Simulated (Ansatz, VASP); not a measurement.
# One calculation of Na3Zn2N, two programs

The input INCAR:

```
SYSTEM = Na3Zn2N
  PREC = Accurate
  ENCUT = 520
  EDIFF = 1E-7
  ISMEAR = 0
  SIGMA = 0.1
  LREAL = .False.
  LASPH = .True.
  NELM = 100
  ALGO = Normal
  ISIF = 2
  LWAVE = .False.
  LCHARG = .True.
  GGA = PE
  LELF = .True.
  LVHAR = .True.
  NBANDS = 34
```

KPOINTS

```
regular mesh
0
Gamma
  4 4 4
  0 0 0
```

File POSCAR:

```
Na3Zn2N
1.0
    4.9782069400      0.0000000000      0.0000000000
    0.0000000000      4.9782069400      0.0000000000
    0.0000000000      0.0000000000      4.8025467600
Na Zn N
3 2 1
Direct
    0.0000000000      0.5000000000      0.5000000000
    0.5000000000      0.0000000000      0.5000000000
    0.5000000000      0.5000000000      0.5000000000
    0.0000000000      0.0000000000      0.2554811600
    0.0000000000      0.0000000000      0.7445188400
    0.5000000000      0.5000000000      0.0000000000
```

Input for Ansatz:

```yaml
crystal:
  lattice:
    - [4.97820694, 0.0, 0.0]
    - [0.0, 4.97820694, 0.0]
    - [0.0, 0.0, 4.80254676]
  atoms:
    - { symbol: Na, position: [0.0, 0.5, 0.5] }
    - { symbol: Na, position: [0.5, 0.0, 0.5] }
    - { symbol: Na, position: [0.5, 0.5, 0.5] }
    - { symbol: Zn, position: [0.0, 0.0, 0.25548116] }
    - { symbol: Zn, position: [0.0, 0.0, 0.74451884] }
    - { symbol: "N", position: [0.5, 0.5, 0.0] }
basis:
  ecutwfc: 420
kpoints:
  mp_grid: { grid: [4, 4, 4] }
hamiltonian:
  xc: pbe
scf:
  occupations: { method: gaussian, width: 0.1 }
  lower_state_search: "off"
output:
  forces: true
  stress: true
  eigenvalues: true
```

Alike in both runs: task single point; functional PBE; k mesh 4 × 4 × 4; occupations gaussian, width 0.1 eV; no spin polarisation.

|  | VASP | Ansatz |
| --- | --- | --- |
| version | VASP 6.6.1 | Ansatz 0.2.0 |
| potentials or method | VASP PAW PBE potentials, release 64 (Na_pv, Zn, N), cutoff 520 eV | scalar-relativistic, plane waves, PAW |
| valence electrons in the cell | 50 | 56 |

Ansatz gave:

```
gap on the k mesh at the Fermi level (eV)                     : none
pressure (GPa)                                                : 3.8
traceless stress, the component that is largest in VASP (GPa) : -11.15
rms of the force components (eV/Å)                            : 0.607
```

What did VASP give for the same quantities?

gap on the k mesh at the Fermi level (eV): none; pressure (GPa): 3.9; traceless stress, the component that is largest in VASP (GPa): -11.05; rms of the force components (eV/Å): 0.613.

Atom by atom the forces differ by 0.006 eV/Å (rms over components). A gap of «none» marks a metal or a gap that the smearing closes. VASP's potentials hold 50 valence electrons a cell and Ansatz's 56, so a difference there can come from the potentials and not from the codes.
